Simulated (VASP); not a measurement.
A run of VASP 6.6.1 is set up as follows.

Contents of INCAR:

```
SYSTEM = Re
PREC = Accurate ; ENCUT = 560
EDIFF = 1E-6 ; ISMEAR = -1
SIGMA = 0.1 ; LREAL = .FALSE.
LASPH = .TRUE. ; NELM = 120
ALGO = Normal ; ISIF = 2
LWAVE = .FALSE. ; LCHARG = .FALSE.
NBANDS = 22 ; GGA_COMPAT = .FALSE.
```

The input KPOINTS:

```
Automatic mesh
0
G
  22 22 12
  0 0 0
```

Contents of POSCAR:

```
Re
1.0
    2.7021674082      0.0000000000      0.0000000000
   -1.3510837041      2.3401456208      0.0000000000
    0.0000000000      0.0000000000      4.3522396864
Re
2
Direct
    0.3333333333      0.6666666667      0.2500000000
    0.6666666667      0.3333333333      0.7500000000
```

Potentials or basis: VASP PAW LDA potentials, release 64 (Re_sv_GW).

Launch:

```bash
$ cat potpaw_LDA.64/Re_sv_GW/POTCAR > POTCAR
$ mpirun -np 1 vasp_std > vasp.out
```

**Question.** Predict the pressure.

**Answer.** 18.2 GPa.

**Question.** Predict the band gap on the k mesh.

**Answer.** Zero (bands 15 and 16 overlap by 3.92 eV).

Stress tensor (GPa, compression positive):
```
18.13  0.00  0.00
 0.00 18.13  0.00
 0.00  0.00 18.42
```

Caveat: the cell stands under pressure; spin-orbit coupling is left out, which moves the levels of the heavy elements.
